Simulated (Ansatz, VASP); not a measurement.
## One calculation of Ti, two programs

```xyz
1
Lattice="0.0000 2.4283 1.6505 2.4283 0.0000 1.6505 2.4283 2.4283 0.0000" Properties=species:S:1:pos:R:3 pbc="T T T"
Ti    0.0000    0.0000    0.0000
```

Alike in both runs: task single point; functional PBE; k mesh 20 × 20 × 20; occupations gaussian, width 0.15 eV; no spin polarisation.

|  | VASP | Ansatz |
| --- | --- | --- |
| version | VASP 6.6.1 | Ansatz 0.2.0 |
| potentials or method | VASP PAW PBE potentials, release 64 (Ti_sv), cutoff 520 eV | scalar-relativistic, plane waves, PAW |
| valence electrons in the cell | 12 | 12 |

|  | VASP | Ansatz | Ansatz less VASP |
| --- | --- | --- | --- |
| gap on the k mesh at the Fermi level (eV) | none | none | - |
| pressure (GPa) | -10.4 | -10.3 | +0.09 |
| traceless stress, the component that is largest in VASP (GPa) | -0.84 | -0.84 | -0.001 |

A gap of «none» marks a metal or a gap that the smearing closes.
